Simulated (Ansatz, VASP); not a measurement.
Br in VASP and in Ansatz

```
CELL_PARAMETERS angstrom
-1.28677 1.72000 3.57799
1.28677 -1.72000 3.57799
1.28677 1.72000 -3.57799
ATOMIC_POSITIONS crystal
Br 0.00000 0.00000 0.00000
```

Alike in both runs: task relaxation of cell and atoms; functional PBEsol; k mesh 13 × 13 × 13; occupations fermi-dirac, width 0.05 eV; no spin polarisation.

|  | VASP | Ansatz |
| --- | --- | --- |
| version | VASP 6.6.1 | Ansatz 0.2.0 |
| potentials or method | VASP PAW PBE potentials, release 64 (Br) | Ansatz PAW |
| plane-wave cutoff (eV) | 600 | 420 |
| valence electrons in the cell | 7 | 7 |

Ansatz gave:

| Property | Result |
| --- | --- |
| gap on the k mesh at the Fermi level, each at its own relaxed structure (eV) | none |
| relaxed volume (Å³/atom) | 30.81 |
| relaxed cell length with the largest relative difference (Å) | 4.160 |

Problem. Estimate VASP's values.

Solution. gap on the k mesh at the Fermi level, each at its own relaxed structure (eV): none; relaxed volume (Å³/atom): 30.84; relaxed cell length with the largest relative difference (Å): 4.158.

VASP's potentials were made for PBE, not for PBEsol. A gap of «none» marks a metal or a gap that the smearing closes.

Noted on Ansatz's run: the plane-wave basis is chosen anew once the cell has moved, so the energies of steps on either side of that aren't comparable.
